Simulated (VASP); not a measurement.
# BW8C8 in VASP: notebook

BW8C8 is run at these levels: r2SCAN; tasks: single point.

All numbers are computed with VASP 6.6.1; they aren't measurements. Logs are shortened: lines on timing, memory, paths and dates and some standing lists are left out, and cuts for length are marked.

### 1 The cell of the first run

The cell holds a slab with vacuum, 17 atoms: a = 5.704 Å, b = 5.704 Å, c = 15.201 Å, α = 90.00°, β = 90.00°, γ = 120.00°.

### 2 Single point, r2SCAN

The input, POSCAR:

```
BW8C8
1.0
    5.7040600000      0.0000000000      0.0000000000
   -2.8520300000      4.9398610000      0.0000000000
    0.0000000000      0.0000000000     15.2011400000
W C B
8 8 1
Direct
    0.0000000000      0.0000000000      0.0657845398
    0.0442102824      0.0187859537      0.2710323042
   -0.0000004574      0.4999938257      0.0657845398
    0.0110829791      0.5133950125      0.2449750479
    0.4999947406      0.0000000000      0.0657845398
    0.5144756681      0.0073281414      0.2488168651
    0.4999942832      0.4999938257      0.0657845398
    0.5170035843      0.5232131026      0.2566583822
    0.3616739607      0.1815233263      0.1492059148
    0.3997360547      0.2238119656      0.3497303492
    0.3509158403      0.6373863556      0.1531332518
    0.3032123918      0.6358073638      0.3268373293
    0.8432664835      0.1860578668      0.1553172986
    0.8426124473      0.1605915632      0.3535655878
    0.8268854657      0.6545528305      0.1524162004
    0.8801422352      0.6777923508      0.3386259188
    0.6894261415      0.3486737785      0.3669066925
```

The input, INCAR.step1:

```
SYSTEM = BW8C8
  PREC = Accurate
  ENCUT = 520
  ISMEAR = -1
  SIGMA = 0.05
  LREAL = Auto
  LASPH = .True.
  NELM = 80
  NBANDS = 88
  GGA = PE
  ALGO = Normal
  EDIFF = 1E-4
  LWAVE = .True.
  LCHARG = .False.
```

The input, INCAR.step2:

```
SYSTEM = BW8C8
  PREC = Accurate
  ENCUT = 520
  EDIFF = 1E-7
  ISMEAR = -1
  SIGMA = 0.05
  LREAL = Auto
  LASPH = .True.
  NELM = 80
  ALGO = Normal
  ISIF = 2
  LWAVE = .False.
  LCHARG = .False.
  METAGGA = R2SCAN
  LMIXTAU = .True.
  NBANDS = 88
  ISTART = 1
```

The input, KPOINTS:

```
regular mesh
0
Gamma
  2 2 1
  0 0 0
```

Potentials or basis: VASP PAW PBE potentials, release 64 (W_sv, C, B).

Command:

```
$ cat potpaw_PBE.64/W_sv/POTCAR potpaw_PBE.64/C/POTCAR potpaw_PBE.64/B/POTCAR > POTCAR
$ cp INCAR.step1 INCAR
$ mpirun -np 1 vasp_std > vasp.out
$ cp INCAR.step2 INCAR
$ mpirun -np 1 vasp_std > vasp.out
```

OUTCAR:

```text
SYSTEM = BW8C8
   PREC = Accurate
   ENCUT = 520
   EDIFF = 1E-7
   ISMEAR = -1
   LREAL = Auto
   LASPH = .True.
   NELM = 80
   ISIF = 2
   METAGGA = R2SCAN
   ISTART = 1

 ion  position               nearest neighbor table
   1  0.000  0.000  0.066-  15 2.16  13 2.17   9 2.19   3 2.85   7 2.85   5 2.85   5 2.85   7 2.85
                             3 2.85   2 3.13
   2  0.044  0.019  0.271-  16 1.97  14 2.12  10 2.13   9 2.43  13 2.53  15 2.56   6 2.74   8 2.80
                             4 2.82   8 2.93   4 2.95   6 3.01   1 3.13
   3  1.000  0.500  0.066-  13 2.06  15 2.09  11 2.19   4 2.72   1 2.85   7 2.85   5 2.85   5 2.85
                             7 2.85   1 2.85
   4  0.011  0.513  0.245-  12 1.91  16 2.04  13 2.11  15 2.14  11 2.20  14 2.40  17 2.44   3 2.72
                             2 2.82   6 2.85   8 2.85   6 2.86   8 2.86   2 2.95
   5  0.500  0.000  0.066-   9 2.03  13 2.18  11 2.24   6 2.78   7 2.85   1 2.85   3 2.85   3 2.85
                             1 2.85   7 2.85
   6  0.514  0.007  0.249-  13 2.16  12 2.19   9 2.21  10 2.26  14 2.27  11 2.34  17 2.46   2 2.74
                             8 2.77   5 2.78   4 2.85   4 2.86   8 2.94   2 3.01
   7  0.500  0.500  0.066-  11 1.94   9 2.02  15 2.08   5 2.85   1 2.85   3 2.85   3 2.85   1 2.85
                             5 2.85   8 2.90
   8  0.517  0.523  0.257-  12 1.95  10 2.06  11 2.10  16 2.19  15 2.21   9 2.35  17 2.40   6 2.77
                             2 2.80   4 2.85   4 2.86   7 2.90   2 2.93   6 2.94
   9  0.362  0.182  0.149-   7 2.02   5 2.03   1 2.19   6 2.21   8 2.35   2 2.43
  10  0.400  0.224  0.350-  17 1.46   8 2.06   2 2.13   6 2.26
  11  0.351  0.637  0.153-   7 1.94   8 2.10   3 2.19   4 2.20   5 2.24   6 2.34
  12  0.303  0.636  0.327-   4 1.91   8 1.95   6 2.19
  13  0.843  0.186  0.155-   3 2.06   4 2.11   6 2.16   1 2.17   5 2.18   2 2.53
  14  0.843  0.161  0.354-  17 1.70   2 2.12   6 2.27   4 2.40
  15  0.827  0.655  0.152-   7 2.08   3 2.09   4 2.14   1 2.16   8 2.21   2 2.56
  16  0.880  0.678  0.339-  17 1.69   2 1.97   4 2.04   8 2.19
  17  0.689  0.349  0.367-  10 1.46  16 1.69  14 1.70   8 2.40   4 2.44   6 2.46

  LATTYP: Found a hexagonal cell.
 ALAT       =     5.7040600000
 C/A-ratio  =     2.6649684611

  Lattice vectors:

 A1 = (   5.7040600000,   0.0000000000,   0.0000000000)
 A2 = (  -2.8520300000,   4.9398610000,   0.0000000000)
 A3 = (   0.0000000000,   0.0000000000,  15.2011400000)

Analysis of symmetry for initial positions (statically):
=====================================================================
 Subroutine PRICEL returns:
 Original cell was already a primitive cell.

 Routine SETGRP: Setting up the symmetry group for a
 hexagonal supercell.

 Subroutine GETGRP returns: Found  1 space group operations
 (whereof  1 operations were pure point group operations)
 out of a pool of 24 trial point group operations.

The static configuration has the point symmetry C_1 .

Analysis of symmetry for dynamics (positions and initial velocities):
=====================================================================
 Subroutine PRICEL returns:
 Original cell was already a primitive cell.

 Routine SETGRP: Setting up the symmetry group for a
 hexagonal supercell.

 Subroutine GETGRP returns: Found  1 space group operations
 (whereof  1 operations were pure point group operations)
 out of a pool of 24 trial point group operations.

The dynamic configuration has the point symmetry C_1 .

 Subroutine INISYM returns: Found  1 space group operations
 (whereof  1 operations are pure point group operations),
 and found     1 'primitive' translations

----------------------------------------------------------------------------------------

                                     Primitive cell

  volume of cell :     428.3265

  direct lattice vectors                    reciprocal lattice vectors
     5.704060000  0.000000000  0.000000000     0.175313724  0.101217423  0.000000000
    -2.852030000  4.939861000  0.000000000     0.000000000  0.202434846  0.000000000
[... 45 lines left out ...]
   LRPA    =     F    only Hartree local field effects (RPA)
 non-spin polarized calculation
  energy-cutoff  :      520.00
  volume of cell :      428.33
 maximum number of plane-waves:     11565
   NGX = 21   NGY = 21   NGZ = 57

 number of electron     147.0000007 magnetization

 Free energy of the ion-electron system (eV)
  ---------------------------------------------------
  ext. energy  EPLUGINS =         0.00000000
  ---------------------------------------------------
  free energy    TOTEN  =      -481.70162696 eV

  energy without entropy =     -481.63168568  energy(sigma->0) =     -481.66665632

 E-fermi :   1.2326     XC(G=0):  -7.1248

 val. band max:        1.1953909702   @ k =   0.0000   0.5000   0.0000
 cond. band min:       1.2665276103   @ k =   0.0000   0.0000   0.0000
 fundamental gap:      0.0711366402
 Fermi energy:         1.2325508013

 k-point     1 :       0.0000    0.0000    0.0000
  band No.  band energies     occupation
      1     -74.9661      2.00000
      2     -74.6711      2.00000
      3     -74.5981      2.00000
      4     -74.5579      2.00000
      5     -74.5428      2.00000
      6     -74.5305      2.00000
[... 77 lines left out ...]
     84       4.5170      0.00000
     85       4.6893      0.00000

 k-point     2 :       0.5000    0.0000    0.0000
  band No.  band energies     occupation
      1     -74.9643      2.00000
      2     -74.6528      2.00000
      3     -74.6066      2.00000
      4     -74.5558      2.00000
      5     -74.5536      2.00000
      6     -74.5296      2.00000
[... 77 lines left out ...]
     84       3.4852      0.00000
     85       4.0654      0.00000

 k-point     3 :       0.0000    0.5000    0.0000
  band No.  band energies     occupation
      1     -74.9646      2.00000
      2     -74.6527      2.00000
      3     -74.6062      2.00000
      4     -74.5585      2.00000
      5     -74.5509      2.00000
      6     -74.5170      2.00000
[... 77 lines left out ...]
     84       3.4128      0.00000
     85       4.1110      0.00000

 k-point     4 :       0.5000    0.5000    0.0000
  band No.  band energies     occupation
      1     -74.9647      2.00000
      2     -74.6554      2.00000
      3     -74.5895      2.00000
      4     -74.5818      2.00000
      5     -74.5419      2.00000
      6     -74.5166      2.00000
[... 77 lines left out ...]
     84       3.7704      0.00000
     85       4.2045      0.00000
 [bands above 85 left out]

------------------------ aborting loop because EDIFF is reached ----------------------------------------

  FORCE on cell =-STRESS in cart. coord.  units (eV):
  Direction    XX          YY          ZZ          XY          YZ          ZX
  --------------------------------------------------------------------------------------
  -------------------------------------------------------------------------------------
  Total       14.8026104      8.2074500      0.4335511     -1.9317135     -1.7008347     -5.6261755
  in kB       55.3699230     30.7003874      1.6217202     -7.2256733     -6.3620594    -21.0449977
  external PRESSURE =      29.2306768 kB  Pullay stress =       0.0000000 kB

 VOLUME and BASIS-vectors are now :
 -----------------------------------------------------------------------------
  energy-cutoff  :      520.00
  volume of cell :      428.33
      direct lattice vectors                 reciprocal lattice vectors
     5.704060000  0.000000000  0.000000000     0.175313724  0.101217423  0.000000000
    -2.852030000  4.939861000  0.000000000     0.000000000  0.202434846  0.000000000
     0.000000000  0.000000000 15.201140000     0.000000000  0.000000000  0.065784540

 POSITION                                       TOTAL-FORCE (eV/Angst)
 -----------------------------------------------------------------------------------
      0.00000      0.00000      1.00000         0.464314      0.267921      1.501319
      0.19860      0.09280      4.12000        -2.883934      0.459609      0.383462
      4.27806      2.46990      1.00000         0.303466     -0.084674     -1.179132
     -1.40100      2.53610      3.72390         1.231829     -1.637864      1.959592
      2.85200      0.00000      1.00000         0.963940     -0.030061     -0.505516
      2.91370      0.03620      3.78230         1.021505     -0.128829      2.697394
[... 9 lines left out ...]
      3.08730      3.34820      5.14750        -1.516121     -1.259790      0.946865
      2.93810      1.72240      5.57740         3.218300      0.700486      0.090477
 -----------------------------------------------------------------------------------
    total drift:                               -0.008434     -0.026839      0.002583

  FREE ENERGIE OF THE ION-ELECTRON SYSTEM (eV)
  ---------------------------------------------------
  free  energy   TOTEN  =      -481.7016269633 eV

  energy  without entropy=     -481.6316856782  energy(sigma->0) =     -481.66665632
```

It took 12 min on 1 thread of Intel Xeon 6975P-C (Granite Rapids), shared host; peak memory 0.56 GiB.

What came out:

```yaml
Free_energy: -481.7016 eV
Largest_force: 4.453 eV/Å
Band_gap_on_the_k_mesh: zero (an odd number of electrons rules out a gap without spin polarisation)
```

Forces on the atoms (eV/Å):
```
W    0.464  0.268  1.501
W   -2.884  0.460  0.383
W    0.303 -0.085 -1.179
W    1.232 -1.638  1.960
W    0.964 -0.030 -0.506
W    1.022 -0.129  2.697
W    1.498 -0.164 -1.610
W    1.712 -0.328 -0.770
C   -1.227 -1.479  1.655
C   -2.304 -2.997 -1.529
C   -3.248  3.043  0.144
C    1.355  2.106  0.332
C    0.542 -2.200 -0.965
C   -1.659  1.684 -2.314
C    0.526  2.047 -0.837
C   -1.516 -1.260  0.947
B    3.218  0.700  0.090
```

Caveat: the k points lie up to 0.64 Å⁻¹ apart, too coarse for converged energies and pressures of a metal; the atoms stand as in a frame of molecular dynamics; the PAW data sets were made with another functional, which shifts forces and pressure a little; spin-orbit coupling is left out, which moves the levels of the heavy elements.

### 3 Single point, r2SCAN

The input, POSCAR:

```
BW8C8
1.0
    5.7040600000      0.0000000000      0.0000000000
   -2.8520300000      4.9398610000      0.0000000000
    0.0000000000      0.0000000000     15.2011400000
W C B
8 8 1
Direct
    0.0000000000      0.0000000000      0.0657845398
   -0.0053662342      0.0065184020      0.2610330541
   -0.0000004574      0.4999938257      0.0657845398
    0.0185006446      0.5166947005      0.2565794408
    0.4999947406      0.0000000000      0.0657845398
    0.4895155487      0.0087046984      0.2510995886
    0.4999942832      0.4999938257      0.0657845398
    0.5014191922      0.5131520907      0.2543230310
    0.3136796001      0.1554497181      0.1480283716
    0.3612370915      0.1871712585      0.3382969961
    0.3027289336      0.6157663141      0.1503045166
    0.3544206542      0.6844727008      0.3295279170
    0.8760239641      0.1936491735      0.1571658441
    0.8116373182      0.1845800924      0.3425400990
    0.8637278081      0.6641077553      0.1510676173
    0.8481800121      0.6709500530      0.3486514827
    0.6696524781      0.3387544710      0.3720510435
```

The input, INCAR.step1:

```
PREC     = Accurate       # precision mode
ENCUT    = 520            # plane-wave cutoff, eV
ISMEAR   = -1             # smearing method
SIGMA    = 0.05           # smearing width, eV
LREAL    = Auto         
LASPH    = True           # aspherical terms in the spheres
NELM     = 80             # most SCF steps
NBANDS   = 88             # bands
GGA      = PE             # functional
ALGO     = Normal         # electronic algorithm
EDIFF    = 1E-4           # SCF threshold, eV
LWAVE    = True           # write WAVECAR
LCHARG   = False          # write CHGCAR
```

The input, INCAR.step2:

```
PREC     = Accurate       # precision mode
ENCUT    = 520            # plane-wave cutoff, eV
EDIFF    = 1E-6           # SCF threshold, eV
ISMEAR   = -1             # smearing method
SIGMA    = 0.05           # smearing width, eV
LREAL    = Auto         
LASPH    = True           # aspherical terms in the spheres
NELM     = 80             # most SCF steps
ALGO     = Normal         # electronic algorithm
ISIF     = 2              # what is computed and relaxed
LWAVE    = False          # write WAVECAR
LCHARG   = True           # write CHGCAR
METAGGA  = R2SCAN         # meta-GGA
LMIXTAU  = True         
LELF     = True           # ELF
LVHAR    = True         
NBANDS   = 88             # bands
ISTART   = 1
```

The input, KPOINTS:

```
regular mesh
0
Gamma
  2 2 1
```

Potentials or basis: VASP PAW PBE potentials, release 64 (W_sv, C, B).

Command:

```
$ cat potpaw_PBE.64/W_sv/POTCAR potpaw_PBE.64/C/POTCAR potpaw_PBE.64/B/POTCAR > POTCAR
$ cp INCAR.step1 INCAR
$ mpirun -np 1 vasp_std > vasp.out
$ cp INCAR.step2 INCAR
$ mpirun -np 1 vasp_std > vasp.out
```

Wall time 9.8 min (1 thread of Intel Xeon 6975P-C (Granite Rapids), shared host); peak memory 0.57 GiB.

It converged, with:

| Quantity | Value |
| --- | --- |
| Free energy | -482.6958 eV |
| Largest force | 4.079 eV/Å |
| Band gap on the k mesh | zero (an odd number of electrons rules out a gap without spin polarisation) |

Forces on the atoms (eV/Å):
```
W   -0.431 -0.318 -0.020
W    1.108  0.211  1.542
W    0.394 -1.033 -1.537
W   -0.933 -0.859 -0.007
W    0.519 -0.090  0.213
W    2.254 -0.030  0.070
W    0.901 -0.252 -0.391
W    0.903 -0.512  0.291
C    1.552  0.741  1.513
C   -0.978  0.017  0.208
C    1.447  3.792  0.402
C   -0.647  0.429 -0.247
C   -2.451 -2.570 -0.304
C    1.372 -0.818 -0.600
C   -3.589  0.989  1.235
C   -0.946 -0.963 -1.213
B   -0.475  1.266 -1.154
```

Levels at points of the mesh, in eV from the Fermi level:
```
           k point  band 70  band 71  band 72  band 73  band 74  band 75  band 76  band 77  band 78  band 79
(0.00, 0.00, 0.00)    -0.12     0.05     0.11     0.19     0.33     0.60     0.72     1.08     1.95     2.11
(0.50, 0.00, 0.00)    -1.31    -1.17    -1.08    -0.72    -0.58     0.00     0.85     1.23     1.32     1.47
(0.00, 0.50, 0.00)    -1.46    -1.22    -0.95    -0.75    -0.61    -0.09     0.65     1.32     1.40     1.45
(0.50, 0.50, 0.00)    -1.37    -1.23    -1.17    -0.82    -0.60     0.03     0.73     1.25     1.37     1.41
```

Caveat: the k points lie up to 0.64 Å⁻¹ apart, too coarse for converged energies and pressures of a metal; the atoms stand as in a frame of molecular dynamics; the PAW data sets were made with another functional, which shifts forces and pressure a little; spin-orbit coupling is left out, which moves the levels of the heavy elements.

### 4 Single point, r2SCAN

The input, POSCAR:

```
BW8C8
1.0
    5.7040600000      0.0000000000      0.0000000000
   -2.8520300000      4.9398610000      0.0000000000
    0.0000000000      0.0000000000     15.2011400000
W C B
8 8 1
Direct
    0.0000000000      0.0000000000      0.0657845398
   -0.0033105991      0.0112958644      0.2680522645
   -0.0000004574      0.4999938257      0.0657845398
   -0.0327980216      0.5007023477      0.2622171758
    0.4999947406      0.0000000000      0.0657845398
    0.4982057130      0.0232800073      0.2568820496
    0.4999942832      0.4999938257      0.0657845398
    0.4962581743      0.5567565565      0.2550729748
    0.2875557272      0.1569882229      0.1470679173
    0.3655257235      0.1785677775      0.3409086424
    0.3289781023      0.6704034790      0.1515938936
    0.3326479900      0.7062142032      0.3240809571
    0.8200211390      0.1584659973      0.1504229288
    0.8188186161      0.1959974177      0.3487830518
    0.8330260565      0.6852419532      0.1469363482
    0.8395924943      0.6695532526      0.3457503845
    0.6682065989      0.3254140147      0.3752021230
```

The input, INCAR.step1:

```
PREC     = Accurate       # precision mode
ENCUT    = 520            # plane-wave cutoff, eV
ISMEAR   = -1             # smearing method
SIGMA    = 0.05           # smearing width, eV
LREAL    = Auto         
LASPH    = T              # aspherical terms in the spheres
NELM     = 60             # most SCF steps
NBANDS   = 88             # bands
GGA      = PE             # functional
ALGO     = Normal         # electronic algorithm
EDIFF    = 1E-4           # SCF threshold, eV
LWAVE    = T              # write WAVECAR
LCHARG   = F              # write CHGCAR
```

The input, INCAR.step2:

```
PREC     = Accurate       # precision mode
ENCUT    = 520            # plane-wave cutoff, eV
EDIFF    = 1E-6           # SCF threshold, eV
ISMEAR   = -1             # smearing method
SIGMA    = 0.05           # smearing width, eV
LREAL    = Auto         
LASPH    = T              # aspherical terms in the spheres
NELM     = 60             # most SCF steps
ALGO     = Normal         # electronic algorithm
ISIF     = 2              # what is computed and relaxed
LWAVE    = F              # write WAVECAR
LCHARG   = F              # write CHGCAR
METAGGA  = R2SCAN         # meta-GGA
LMIXTAU  = T            
NBANDS   = 88             # bands
ISTART   = 1
```

KPOINTS is that of step 3.

Command:

```
$ cat potpaw_PBE.64/W_sv/POTCAR potpaw_PBE.64/C/POTCAR potpaw_PBE.64/B/POTCAR > POTCAR
$ cp INCAR.step1 INCAR
$ mpirun -np 1 vasp_std > vasp.out
$ cp INCAR.step2 INCAR
$ mpirun -np 1 vasp_std > vasp.out
```

Run time: 10 min. Hardware: 1 thread of Intel Xeon 6975P-C (Granite Rapids), shared host; peak memory 0.56 GiB.

It converged, with:

- Free energy: -481.5228 eV
- Largest force: 6.260 eV/Å
- Band gap on the k mesh: zero (an odd number of electrons rules out a gap without spin polarisation)

Forces in eV/Å, atoms in the order of the input:
```
W   -2.120 -0.029 -1.709
W   -0.244  1.553 -1.122
W   -0.524 -0.124  0.715
W    4.324  3.110 -3.288
W   -0.857  0.130 -0.120
W   -0.260  0.039 -4.121
W   -0.899  0.116 -0.396
W    2.599 -5.580 -0.038
C    3.807  1.863  3.000
C   -2.893  1.755  1.560
C   -0.147  0.202 -0.754
C   -1.266 -1.512  2.762
C    0.081  1.029  0.780
C    2.635 -2.363 -0.007
C   -0.053 -1.597  2.187
C   -1.864 -0.336  0.388
B   -2.319  1.744  0.165
```

Levels at points of the mesh, in eV from the Fermi level:
```csv
k point,band 71,band 72,band 73,band 74,band 75,band 76,band 77,band 78
"(0.00, 0.00, 0.00)",-0.02,0.07,0.16,0.34,0.50,0.79,1.09,1.70
"(0.50, 0.00, 0.00)",-1.29,-1.26,-0.99,-0.67,0.06,0.79,1.15,1.17
"(0.00, 0.50, 0.00)",-1.30,-1.15,-0.89,-0.62,-0.14,0.69,1.05,1.22
"(0.50, 0.50, 0.00)",-1.32,-1.09,-0.91,-0.54,0.30,0.48,1.09,1.24
```

Caveat: the k points lie up to 0.64 Å⁻¹ apart, too coarse for converged energies and pressures of a metal; the atoms stand as in a frame of molecular dynamics; the PAW data sets were made with another functional, which shifts forces and pressure a little; spin-orbit coupling is left out, which moves the levels of the heavy elements.

### 5 Summary

| cell | gap on the mesh (eV) | largest force (eV/Å) |
| --- | --- | --- |
| as given, atomic positions A | none | 4.45 |
| as given, atomic positions B | none | 4.08 |
| as given, atomic positions C | none | 6.26 |

Alike in all rows: task single point; level r2SCAN; potentials or basis VASP PAW PBE potentials, release 64 (W_sv, C, B); no spin polarisation; k mesh 2 × 2 × 1; cutoff (eV) 520; smearing fermi-dirac 0.05 eV.

Caveats: all runs use coarse meshes; the atoms stand as in a frame of molecular dynamics; the PAW data sets were made with another functional, which shifts forces and pressure a little; spin-orbit coupling is left out, which moves the levels of the heavy elements.

Absolute energies hang on the potentials; compare differences alone.
